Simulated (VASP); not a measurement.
Wanted: the native input for a VASP 6.6.1 run.

* Task: single point
* Functional: PBE
* Potentials or basis: VASP PAW PBE potentials, release 64 (Si, O)
* Cutoff: 520 eV
* k mesh: 1 × 1 × 1, shifted
* Occupations: fermi-dirac, width 0.2482 eV
* Spin: no spin polarisation
* Dipole correction: no
* Further INCAR settings: LREAL = Auto; ALGO = Normal; EDIFF = 1e-06; NBANDS = 72; ISYM = 0

The structure of SiO2 lies in POSCAR:

```
SiO2
1.0
    6.6428910000     -0.3072380000     -0.0953950000
   -0.3072380000      7.1979710000     -0.1658230000
   -0.0953950000     -0.1658230000      6.9363230000
Si O
7 14
Direct
    0.5379809994      0.1594885238      0.3416447825
    0.2488931454      0.2989728781      0.0249825075
    0.5497172160      0.5727431631      0.4126849720
    0.0573522294      1.0084539198      0.7157528521
    0.5948405456      0.9295120942      0.6850827590
    0.9846595047      1.0559998954      0.2405625667
    0.2262841801      0.7853099020     -0.0200104835
    0.0834411167      0.7847766820      0.7467270323
    0.2244025840      0.1670080692      0.7924910163
    0.4313347649      0.7352105554      0.3208470828
    0.2599636905      0.5382230867      1.0175153324
    0.0778277724      0.8738899571      0.1320740736
    0.4717548737      0.0293336525      0.5169955682
    0.8119317749      1.0475403775      0.7133085526
    0.0626646920      1.0432877590      0.4802775194
    0.4403379245      0.2175994406      0.1344621680
    0.0244094988      0.2607961406      0.1394953122
    0.6605702329      0.6748854294      0.6164432689
    0.7407483060      0.0500500139      0.2745006437
    0.4749126596      0.8482977733     -0.1303766311
    0.6381686715      0.3661700369      0.4090002029
```

One way to write it, as run:

INCAR

```
ALGO = Normal
EDIFF = 1E-6
ENCUT = 520
GGA = PE
ISIF = 2
ISMEAR = -1
ISYM = 0
LASPH = T
LCHARG = F
LREAL = Auto
LWAVE = F
NBANDS = 72
NELM = 80
PREC = Accurate
SIGMA = 0.2482
```

KPOINTS

```
Automatic mesh
0
Gamma
  1 1 1
  0.25 0.25 0.25
```

Potentials or basis: VASP PAW PBE potentials, release 64 (Si, O).

The run is started by

```sh
$ cat potpaw_PBE.64/Si/POTCAR potpaw_PBE.64/O/POTCAR > POTCAR
$ mpirun -np 1 vasp_std > vasp.out
```

Results of the run:

The pressure is -7.9 GPa and the largest force is 6.727 eV/Å. The band gap on the k mesh is 2.97 eV.

Caveat: the k points lie up to 0.95 Å⁻¹ apart.

Wall time 40 s on 1 thread of Intel(R) Xeon(R) Platinum 8559C (Emerald Rapids) (shared host), peak memory 0.34 GiB.
